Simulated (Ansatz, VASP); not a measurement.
## AlN: VASP beside Ansatz

```xyz
4
Lattice="3.3121 0.0000 0.0000 -1.6561 2.8684 0.0000 0.0000 0.0000 4.1876" Properties=species:S:1:pos:R:3 pbc="T T T"
Al   -0.0217    1.8998    3.1407
Al    1.6344    0.9436    1.0469
N     0.0000    1.9123    1.0469
N     1.6561    0.9561    3.1407
```

Change from the starting cell: all Al atoms moved +0.025 Å, as atom 1 towards its neighbour atom 4 (N) at 1.912 Å.

Alike in both runs: task single point; functional PBEsol; k mesh 12 × 12 × 6; occupations gaussian, width 0.05 eV; no spin polarisation.

```csv
,VASP,Ansatz
version,VASP 6.6.1,Ansatz 0.2.0
potentials or method,"VASP PAW PBE potentials, release 64 (Al, N), cutoff 520 eV","scalar-relativistic, plane waves, PAW"
valence electrons in the cell,16,16
```

Ansatz gave:

* gap on the k mesh at the Fermi level (eV): 3.17
* least direct gap on the mesh (eV): 3.17
* pressure (GPa): -3.4
* traceless stress, the component that is largest in VASP (GPa): -0.68
* rms of the force components (eV/Å): 0.215

Task: Estimate VASP's values.

Result: gap on the k mesh at the Fermi level (eV): 3.19; least direct gap on the mesh (eV): 3.19; pressure (GPa): -3.4; traceless stress, the component that is largest in VASP (GPa): -0.70; rms of the force components (eV/Å): 0.217.

VASP's potentials were made for PBE, not for PBEsol. Atom by atom the forces differ by 0.002 eV/Å (rms over components).
